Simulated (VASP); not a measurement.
# MnS (F-43m) in VASP: further runs

The runs below take MnS through single point, with PBEsol, RPBE, BLYP+D3(BJ), r2SCAN.

Program: VASP 6.6.1. These are calculated values, not measurements. Logs are shortened: lines on timing, memory, paths and dates and some standing lists are left out, and cuts for length are marked.

### Step 1. The cell of the first run

Symmetry: F-43m, No. 216, cubic system. The conventional cell has a = 4.912 Å, b = 4.912 Å, c = 4.912 Å, α = 90.00°, β = 90.00°, γ = 90.00°. Within 2.8 Å of Mn (site symmetry -43m) lie 4 S at 2.13 Å. Within 2.8 Å of S (site symmetry -43m) lie 4 Mn at 2.13 Å.

### Step 2. Single point, PBEsol, collinear spin, ferromagnetic start

The input, INCAR:

```
SYSTEM = MnS
ALGO = Normal
EDIFF = 1E-7
ENCUT = 520
GGA = PS
ISIF = 2
ISMEAR = -1
ISPIN = 2
LASPH = .TRUE.
LCHARG = .FALSE.
LMAXMIX = 4
LORBIT = 11
LREAL = .FALSE.
LWAVE = .FALSE.
MAGMOM = 4 0
NBANDS = 20
NELM = 150
PREC = Accurate
SIGMA = 0.05
```

The input, KPOINTS:

```
k-points
0
G
  9 9 9
  0 0 0
```

The input, POSCAR:

```
MnS
1.0
    0.0000000000      2.4560775161      2.4560775161
    2.4560775161      0.0000000000      2.4560775161
    2.4560775161      2.4560775161      0.0000000000
Mn S
1 1
Direct
    0.0000000000      0.0000000000      0.0000000000
    0.7500000000      0.7500000000      0.7500000000
```

Potentials or basis: VASP PAW PBE potentials, release 64 (Mn_pv, S).

The run is started by

```console
> cat potpaw_PBE.64/Mn_pv/POTCAR potpaw_PBE.64/S/POTCAR > POTCAR
> mpirun -np 1 vasp_std > vasp.out
```

OUTCAR:

```text
SYSTEM = MnS
   EDIFF = 1E-7
   ENCUT = 520
   GGA = PS
   ISIF = 2
   ISMEAR = -1
   ISPIN = 2
   LASPH = .TRUE.
   LORBIT = 11
   LREAL = .FALSE.
   NELM = 150
   PREC = Accurate

 ion  position               nearest neighbor table
   1  0.000  0.000  0.000-   2 2.13   2 2.13   2 2.13   2 2.13
   2  0.750  0.750  0.750-   1 2.13   1 2.13   1 2.13   1 2.13

  LATTYP: Found a face centered cubic cell.
 ALAT       =     4.9121550322

  Lattice vectors:

 A1 = (   0.0000000000,   2.4560775161,   2.4560775161)
 A2 = (   2.4560775161,   0.0000000000,   2.4560775161)
 A3 = (   2.4560775161,   2.4560775161,   0.0000000000)

Analysis of symmetry for initial positions (statically):
=====================================================================
 Subroutine PRICEL returns:
 Original cell was already a primitive cell.

 Routine SETGRP: Setting up the symmetry group for a
 face centered cubic supercell.

 Subroutine GETGRP returns: Found 24 space group operations
 (whereof 24 operations were pure point group operations)
 out of a pool of 48 trial point group operations.

The static configuration has the point symmetry T_d .

Analysis of symmetry for dynamics (positions and initial velocities):
=====================================================================
 Subroutine PRICEL returns:
 Original cell was already a primitive cell.

 Routine SETGRP: Setting up the symmetry group for a
 face centered cubic supercell.

 Subroutine GETGRP returns: Found 24 space group operations
 (whereof 24 operations were pure point group operations)
 out of a pool of 48 trial point group operations.

The dynamic configuration has the point symmetry T_d .

Analysis of structural, dynamic, and magnetic symmetry:
=====================================================================
 Subroutine PRICEL returns:
 Original cell was already a primitive cell.

 Routine SETGRP: Setting up the symmetry group for a
 face centered cubic supercell.

 Subroutine GETGRP returns: Found 24 space group operations
 (whereof 24 operations were pure point group operations)
 out of a pool of 48 trial point group operations.

The overall configuration has the point symmetry T_d .

 Subroutine INISYM returns: Found 24 space group operations
 (whereof 24 operations are pure point group operations),
 and found     1 'primitive' translations

----------------------------------------------------------------------------------------

                                     Primitive cell

  volume of cell :      29.6317

  direct lattice vectors                    reciprocal lattice vectors
     0.000000000  2.456077516  2.456077516    -0.203576637  0.203576637  0.203576637
     2.456077516  0.000000000  2.456077516     0.203576637 -0.203576637  0.203576637
     2.456077516  2.456077516  0.000000000     0.203576637  0.203576637 -0.203576637

  length of vectors
     3.473418134  3.473418134  3.473418134     0.352605078  0.352605078  0.352605078

  position of ions in fractional coordinates (direct lattice)
     0.000000000  0.000000000  0.000000000
     0.750000000  0.750000000  0.750000000

  ion indices of the primitive-cell ions
   primitive index   ion index
                 1           1
                 2           2

----------------------------------------------------------------------------------------

 KPOINTS: k-points

Automatic generation of k-mesh.
 Grid dimensions read from file:
 generate k-points for:    9    9    9

 Generating k-lattice:

  Cartesian coordinates                     Fractional coordinates (reciprocal lattice)
    -0.022619626  0.022619626  0.022619626     0.111111111  0.000000000  0.000000000
     0.022619626 -0.022619626  0.022619626     0.000000000  0.111111111  0.000000000
     0.022619626  0.022619626 -0.022619626     0.000000000  0.000000000  0.111111111

  Length of vectors
     0.039178342  0.039178342  0.039178342

  Shift w.r.t. Gamma in fractional coordinates (k-lattice)
     0.000000000  0.000000000  0.000000000

 Subroutine IBZKPT returns following result:
 ===========================================

 Found     35 irreducible k-points:

 Following reciprocal coordinates:
            Coordinates               Weight
  0.000000  0.000000  0.000000      1.000000
  0.111111  0.000000  0.000000      8.000000
  0.222222  0.000000  0.000000      8.000000
  0.333333  0.000000  0.000000      8.000000
  0.444444  0.000000  0.000000      8.000000
  0.111111  0.111111  0.000000      6.000000
[... 16 lines left out ...]
 -0.333333  0.333333  0.000000     12.000000
  0.444444  0.444444  0.000000      6.000000
 [... further k-points ...]
   k-points           NKPTS =     35   k-points in BZ     NKDIM =     35   number of bands    NBANDS=     20
   number of dos      NEDOS =    301   number of ions     NIONS =      2
   total plane-waves  NPLWV =  21952
   dimension x,y,z NGX =    28 NGY =   28 NGZ =   28
   dimension x,y,z NGXF=    56 NGYF=   56 NGZF=   56
   ions per type =               1   1
   NGX,Y,Z   is equivalent  to a cutoff of  13.40, 13.40, 13.40 a.u.
   NGXF,Y,Z  is equivalent  to a cutoff of  26.80, 26.80, 26.80 a.u.
 SYSTEM =  MnS
   PREC   = accura    normal or accurate (medium, high low for compatibility)
   ISTART =      0    job   : 0-new  1-cont  2-samecut
   ICHARG =      2    charge: 1-file 2-atom 10-const
   ISPIN  =      2    spin polarized calculation?
   LNONCOLLINEAR =      F non collinear calculations
   LSORBIT =      F    spin-orbit coupling
   LASPH  =      T    aspherical Exc in radial PAW
   ENCUT  =  520.0 eV  38.22 Ry    6.18 a.u.   6.46  6.46  6.46*2*pi/ulx,y,z
   NELM   =    150;   NELMIN=  2; NELMDL= -5     # of ELM steps
   EDIFF  = 0.1E-06   stopping-criterion for ELM
   LREAL  =      F    real-space projection
   EDIFFG = 0.1E-05   stopping-criterion for IOM
   NSW    =      0    number of steps for IOM
   IBRION =     -1    ionic relax: 0-MD 1-quasi-New 2-CG
   NFREE  =      0    steps in history (QN), initial steepest desc. (CG)
   ISIF   =      2    stress and relaxation
   ISYM   =      2    0-nonsym 1-usesym 2-fastsym
   POTIM  = 0.5000    time-step for ionic-motion
   TEBEG  =    0.0;   TEEND  =   0.0 temperature during run
   PSTRESS=    0.0 pullay stress
   NELECT =      19.0000    total number of electrons
   NUPDOWN=      -1.0000    fix difference up-down
   EMIN   =  10.00;   EMAX   =-10.00  energy-range for DOS
   EFERMI =   0.00;   METHOD = LEGACY
   ISMEAR =    -1;   SIGMA  =   0.05  broadening in eV -4-tet -1-fermi 0-gaus
   EFERMI_NEDOS =   21; number of points for ismear=-14 and -15
   IALGO  =     38    algorithm
   IMIX   =      4    mixing-type and parameters
     AMIX     =   0.40;   BMIX     =  1.00
     AMIX_MAG =   1.60;   BMIX_MAG =  1.00
  volume/ion in A,a.u.               =      14.82        99.98
  Fermi-wavevector in a.u.,A,eV,Ry     =   1.411694  2.667715 27.114785  1.992881
  Thomas-Fermi vector in A             =   2.533519
   LORBIT       =     11    0 simple, 1 ext, 2 COOP (PROOUT), +10 PAW based schemes
   GGA     = PS    functional components
   LHFCALC =     F    Hartree Fock is set to
   AEXX    =    0.0000 exact exchange contribution
   IVDW    =     0    specifies the selected vdW correction
   LEPSILON=     F    determine dielectric tensor
   LRPA    =     F    only Hartree local field effects (RPA)
 spin polarized calculation
  energy-cutoff  :      520.00
  volume of cell :       29.63
 maximum number of plane-waves:       821
 NGX is ok and might be reduce to    28
   NGX = 13   NGY = 13   NGZ = 13

 number of electron      18.9999990 magnetization       0.2051758

 Free energy of the ion-electron system (eV)
  ---------------------------------------------------
  ext. energy  EPLUGINS =         0.00000000
  ---------------------------------------------------
  free energy    TOTEN  =       -14.77896300 eV

  energy without entropy =      -14.75903442  energy(sigma->0) =      -14.76899871

 E-fermi :   7.5412     XC(G=0): -11.5325

 val. band max:        7.5349370117   @ k =  -0.3333   0.3333   0.0000
 cond. band min:       7.5497004468   @ k =  -0.3333   0.1111   0.0000
 fundamental gap:      0.0147634351
 Fermi energy:         7.5411904107

 spin component 1

 k-point     1 :       0.0000    0.0000    0.0000
  band No.  band energies     occupation
      1     -40.1077      1.00000
      2     -40.1077      1.00000
      3     -40.1077      1.00000
      4      -7.8453      1.00000
      5       2.7508      1.00000
      6       2.7508      1.00000
[... 12 lines left out ...]
     19      23.2028      0.00000
     20      23.8217      0.00000
[... 507 lines left out ...]
 k-point    24 :       0.4444    0.4444    0.0000
  band No.  band energies     occupation
      1     -40.1356      1.00000
      2     -40.1182      1.00000
      3     -40.1182      1.00000
      4      -6.1053      1.00000
      5       0.7459      1.00000
      6       3.4273      1.00000
[... 12 lines left out ...]
     19      24.9109      0.00000
     20      24.9109      0.00000

 [... further k-points ...]

 spin component 2

 k-point     1 :       0.0000    0.0000    0.0000
  band No.  band energies     occupation
      1     -39.9131      1.00000
      2     -39.9131      1.00000
      3     -39.9131      1.00000
      4      -7.8359      1.00000
      5       2.8017      1.00000
      6       2.8017      1.00000
[... 12 lines left out ...]
     19      23.2067      0.00000
     20      23.8532      0.00000
[... 507 lines left out ...]
 k-point    24 :       0.4444    0.4444    0.0000
  band No.  band energies     occupation
      1     -39.9414      1.00000
      2     -39.9238      1.00000
      3     -39.9238      1.00000
      4      -6.0994      1.00000
      5       0.7842      1.00000
      6       3.4569      1.00000
[... 12 lines left out ...]
     19      24.9376      0.00000
     20      24.9376      0.00000

 [... further k-points ...]

------------------------ aborting loop because EDIFF is reached ----------------------------------------

  FORCE on cell =-STRESS in cart. coord.  units (eV):
  Direction    XX          YY          ZZ          XY          YZ          ZX
  --------------------------------------------------------------------------------------
  -------------------------------------------------------------------------------------
  Total        0.0472429      0.0472429      0.0472429      0.0000000      0.0000000     -0.0000000
  in kB        2.5544116      2.5544116      2.5544116      0.0000000      0.0000000     -0.0000000
  external PRESSURE =       2.5544116 kB  Pullay stress =       0.0000000 kB

 VOLUME and BASIS-vectors are now :
 -----------------------------------------------------------------------------
  energy-cutoff  :      520.00
  volume of cell :       29.63
      direct lattice vectors                 reciprocal lattice vectors
     0.000000000  2.456077516  2.456077516    -0.203576637  0.203576637  0.203576637
     2.456077516  0.000000000  2.456077516     0.203576637 -0.203576637  0.203576637
     2.456077516  2.456077516  0.000000000     0.203576637  0.203576637 -0.203576637

 POSITION                                       TOTAL-FORCE (eV/Angst)
 -----------------------------------------------------------------------------------
      0.00000      0.00000      0.00000         0.000000     -0.000000      0.000000
      3.68412      3.68412      3.68412        -0.000000      0.000000     -0.000000
 -----------------------------------------------------------------------------------
    total drift:                               -0.000001     -0.000001     -0.000001

  FREE ENERGIE OF THE ION-ELECTRON SYSTEM (eV)
  ---------------------------------------------------
  free  energy   TOTEN  =       -14.7789629972 eV

  energy  without entropy=      -14.7590344222  energy(sigma->0) =      -14.76899871

 total charge

# of ion       s       p       d       tot
------------------------------------------
    1        0.365   6.328   5.396  12.089
    2        1.317   2.411   0.000   3.728
--------------------------------------------------
tot          1.681   8.739   5.396  15.816

 magnetization (x)

# of ion       s       p       d       tot
------------------------------------------
    1        0.007   0.003   0.188   0.198
    2       -0.001  -0.004   0.000  -0.005
--------------------------------------------------
tot          0.006  -0.001   0.188   0.193
```

Run time: 41 s. Hardware: 1 thread of Intel Xeon 6975P-C (Granite Rapids), shared host; peak memory 0.18 GiB.

Results:

```yaml
Free_energy: -14.7790 eV
Pressure: 0.3 GPa
Net_moment: 0.21 μB per cell
Site_moments: Mn +0.20; S -0.01 μB
Valence_electrons_inside_the_program's_atomic_spheres: Mn 12.09; S 3.73
```

Caveat: the PAW data sets were made with another functional, which shifts forces and pressure a little; the moment fell far below its start of 4 μB, so a state of higher moment may lie lower in energy; semilocal functionals often make such compounds metallic where correlation or magnetic order opens a gap, which also shifts bond lengths. With open d or f shells a metallic result of PBEsol can be an artefact of self-interaction; +U or a hybrid may open a gap.

### Step 3. Single point, RPBE, collinear spin, ferromagnetic start

This run uses another cell than the first one, of 15.13 Å³/atom, 1.021 times its volume.

The input, INCAR:

```
  PREC = Accurate
  ENCUT = 520
  EDIFF = 1E-7
  ISMEAR = -1
  SIGMA = 0.05
  LREAL = F
  LASPH = T
  NELM = 150
  ALGO = Normal
  ISIF = 2
  LWAVE = F
  LCHARG = F
  ISPIN = 2
  MAGMOM = 4 0
  LORBIT = 11
  LMAXMIX = 4
  GGA = RP
  NBANDS = 20
```

The input, KPOINTS:

```
Automatic mesh
0
Gamma
  9 9 9
```

The input, POSCAR:

```
MnS
1.0
    0.0000000000      2.4734634191      2.4734634191
    2.4734634191      0.0000000000      2.4734634191
    2.4734634191      2.4734634191      0.0000000000
Mn S
1 1
Direct
    0.0000000000      0.0000000000      0.0000000000
    0.7500000000      0.7500000000      0.7500000000
```

Potentials or basis: VASP PAW PBE potentials, release 64 (Mn_pv, S).

The run is started by

```console
> cat potpaw_PBE.64/Mn_pv/POTCAR potpaw_PBE.64/S/POTCAR > POTCAR
> mpirun -np 1 vasp_std > vasp.out
```

OUTCAR:

```text
PREC = Accurate
   ENCUT = 520
   EDIFF = 1E-7
   ISMEAR = -1
   LREAL = F
   LASPH = T
   NELM = 150
   ISIF = 2
   ISPIN = 2
   LORBIT = 11
   GGA = RP

 ion  position               nearest neighbor table
   1  0.000  0.000  0.000-   2 2.14   2 2.14   2 2.14   2 2.14
   2  0.750  0.750  0.750-   1 2.14   1 2.14   1 2.14   1 2.14

  LATTYP: Found a face centered cubic cell.
 ALAT       =     4.9469268382

  Lattice vectors:

 A1 = (   0.0000000000,   2.4734634191,   2.4734634191)
 A2 = (   2.4734634191,   0.0000000000,   2.4734634191)
 A3 = (   2.4734634191,   2.4734634191,   0.0000000000)

Analysis of symmetry for initial positions (statically):
=====================================================================
 Subroutine PRICEL returns:
 Original cell was already a primitive cell.

 Routine SETGRP: Setting up the symmetry group for a
 face centered cubic supercell.

 Subroutine GETGRP returns: Found 24 space group operations
 (whereof 24 operations were pure point group operations)
 out of a pool of 48 trial point group operations.

[... 740 lines left out ...]

 spin component 2

 k-point     1 :       0.0000    0.0000    0.0000
  band No.  band energies     occupation
      1     -40.2079      1.00000
      2     -40.2079      1.00000
      3     -40.2079      1.00000
      4      -7.7753      1.00000
      5       2.8406      1.00000
      6       2.8406      1.00000
[... 541 lines left out ...]
     19      24.7259      0.00000
     20      24.7259      0.00000

 [... further k-points ...]
[... 5 lines left out ...]
  --------------------------------------------------------------------------------------
  -------------------------------------------------------------------------------------
  Total        1.1578114      1.1578114      1.1578114      0.0000000     -0.0000000      0.0000000
  in kB       61.2917349     61.2917349     61.2917349      0.0000000     -0.0000000      0.0000000
  external PRESSURE =      61.2917349 kB  Pullay stress =       0.0000000 kB

 VOLUME and BASIS-vectors are now :
 -----------------------------------------------------------------------------
  energy-cutoff  :      520.00
  volume of cell :       30.27
      direct lattice vectors                 reciprocal lattice vectors
     0.000000000  2.473463419  2.473463419    -0.202145702  0.202145702  0.202145702
     2.473463419  0.000000000  2.473463419     0.202145702 -0.202145702  0.202145702
     2.473463419  2.473463419  0.000000000     0.202145702  0.202145702 -0.202145702

 POSITION                                       TOTAL-FORCE (eV/Angst)
 -----------------------------------------------------------------------------------
      0.00000      0.00000      0.00000         0.000000     -0.000000      0.000000
      3.71020      3.71020      3.71020        -0.000000      0.000000     -0.000000
 -----------------------------------------------------------------------------------
    total drift:                               -0.000001     -0.000001     -0.000001

  FREE ENERGIE OF THE ION-ELECTRON SYSTEM (eV)
  ---------------------------------------------------
  free  energy   TOTEN  =       -12.7641269630 eV

  energy  without entropy=      -12.7426469716  energy(sigma->0) =      -12.75338697

 total charge

# of ion       s       p       d       tot
------------------------------------------
    1        0.350   6.311   5.362  12.023
    2        1.325   2.437   0.000   3.762
--------------------------------------------------
tot          1.675   8.749   5.362  15.785

 magnetization (x)

# of ion       s       p       d       tot
------------------------------------------
    1       -0.000  -0.000  -0.000  -0.000
    2        0.000   0.000   0.000   0.000
--------------------------------------------------
tot          0.000   0.000  -0.000  -0.000
```

It took 69 s on 1 thread of Intel Xeon 6975P-C (Granite Rapids), shared host; peak memory 0.18 GiB.

What came out:

- Free energy: -12.7641 eV
- Pressure: 6.1 GPa
- Net moment: 0.00 μB per cell
- Valence electrons inside the program's atomic spheres: Mn 12.02; S 3.76

Caveat: the starting moments collapsed, and a magnetic state may lie lower; the PAW data sets were made with another functional, which shifts forces and pressure a little; semilocal functionals often make such compounds metallic where correlation or magnetic order opens a gap, which also shifts bond lengths. With open d or f shells a metallic result of RPBE can be an artefact of self-interaction; +U or a hybrid may open a gap.

### Step 4. Single point, BLYP+D3(BJ), collinear spin, zero start (atoms moved at random)

The input, INCAR:

```
PREC = Accurate
ENCUT = 520
EDIFF = 1E-6
ISMEAR = -1
SIGMA = 0.1
LREAL = False
LASPH = True
NELM = 150
ALGO = Normal
ISIF = 2
LWAVE = False
LCHARG = False
ISPIN = 2
MAGMOM = 0 0
LORBIT = 11
NUPDOWN = 0.0
LMAXMIX = 4
GGA = B5
ALDAX = 1.0
AGGAX = 1.0
AGGAC = 1.0
ALDAC = 0.0
IVDW = 12
VDW_S6 = 1.0
VDW_S8 = 2.6996
VDW_A1 = 0.4298
VDW_A2 = 4.2359
NBANDS = 20
```

The input, KPOINTS:

```
regular mesh
0
Gamma
  9 9 9
```

The input, POSCAR:

```
MnS
1.0
    3.4980055100      0.0000000000      0.0000000000
    1.7490027550      3.0293616342      0.0000000000
    1.7490027550      1.0097872114      2.8561095390
Mn S
1 1
Direct
    0.9826130241      0.0029535035      0.0195928049
    0.7326129759      0.7529524965      0.7695941951
```

The run is started by

```console
> cat potpaw_PBE.64/Mn_pv/POTCAR potpaw_PBE.64/S/POTCAR > POTCAR
> mpirun -np 1 vasp_std > vasp.out
```

Run time: 42 s. Hardware: 1 thread of Intel Xeon Platinum 8488C (Sapphire Rapids), shared host; peak memory 0.2 GiB.

It converged, with:

| Property | Result |
| --- | --- |
| Free energy | -14.3360 eV |
| Pressure | -1.3 GPa |
| Net moment | 0.00 μB per cell |
| Valence electrons inside the program's atomic spheres | Mn 12.06; S 3.79 |
| Dispersion energy per atom | -1.079 eV |

Caveat: the cell differs from its parent crystal (atoms moved at random); the PAW data sets were made with another functional, which shifts forces and pressure a little; the total moment is fixed, so each spin has its own Fermi level.

(Part 1 of 2 ends here.)
